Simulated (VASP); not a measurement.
Set up this calculation in VASP 6.6.1, as the native input.

```yaml
Task: single point
Functional: r2SCAN
Potentials_or_basis: VASP PAW PBE potentials, release 64 (Zn, S)
Cutoff: 520 eV
k_mesh: 6 × 6 × 4
Occupations: gaussian, width 0.02 eV
Spin: no spin polarisation
Dipole_correction: no
Further_INCAR_settings: ALGO = Normal; EDIFF = 1e-06; NBANDS = 26
```

Crystal: ZnS.

```
Zn S
1.0
     3.88265    0.00000    0.00000
    -1.94132    3.36247    0.00000
     0.00000    0.00000    6.17267
Zn S
2 2
Cartesian
  0.0000 2.2416 -0.0145
  1.9413 1.1208 3.0718
  0.0000 2.2416 2.3293
  1.9413 1.1208 5.4156
```

These files were run (other wordings do the same):

POSCAR

```
ZnS
1.0
    3.8826489718      0.0000000000      0.0000000000
   -1.9413244859      3.3624726435      0.0000000000
    0.0000000000      0.0000000000      6.1726723312
Zn S
2 2
Direct
    0.3333333333      0.6666666667     -0.0023534089
    0.6666666667      0.3333333333      0.4976465911
    0.3333333333      0.6666666667      0.3773534089
    0.6666666667      0.3333333333      0.8773534089
```

INCAR.step1

```
  PREC = Accurate
  ENCUT = 520
  ISMEAR = 0
  SIGMA = 0.02
  LREAL = F
  LASPH = T
  NELM = 80
  NBANDS = 26
  GGA = PE
  ALGO = Normal
  EDIFF = 1E-4
  LWAVE = T
  LCHARG = F
```

INCAR.step2

```
  PREC = Accurate
  ENCUT = 520
  EDIFF = 1E-6
  ISMEAR = 0
  SIGMA = 0.02
  LREAL = F
  LASPH = T
  NELM = 80
  ALGO = Normal
  ISIF = 2
  LWAVE = F
  LCHARG = F
  METAGGA = R2SCAN
  LMIXTAU = T
  NBANDS = 26
  ISTART = 1
```

KPOINTS

```
regular mesh
0
Gamma
  6 6 4
```

Potentials or basis: VASP PAW PBE potentials, release 64 (Zn, S).

Run with:

```sh
$ cat potpaw_PBE.64/Zn/POTCAR potpaw_PBE.64/S/POTCAR > POTCAR
$ cp INCAR.step1 INCAR
$ mpirun -np 1 vasp_std > vasp.out
$ cp INCAR.step2 INCAR
$ mpirun -np 1 vasp_std > vasp.out
```

Results of the run:

| Quantity | Value |
| --- | --- |
| Pressure | -1.9 GPa |
| Largest force | 0.004 eV/Å |
| Band gap on the k mesh | 2.66 eV |

Caveat: the PAW data sets were made with another functional, which shifts forces and pressure a little.

It took 100 s on 1 thread of Intel(R) Xeon(R) Platinum 8559C (Emerald Rapids) (shared host), peak memory 0.22 GiB.
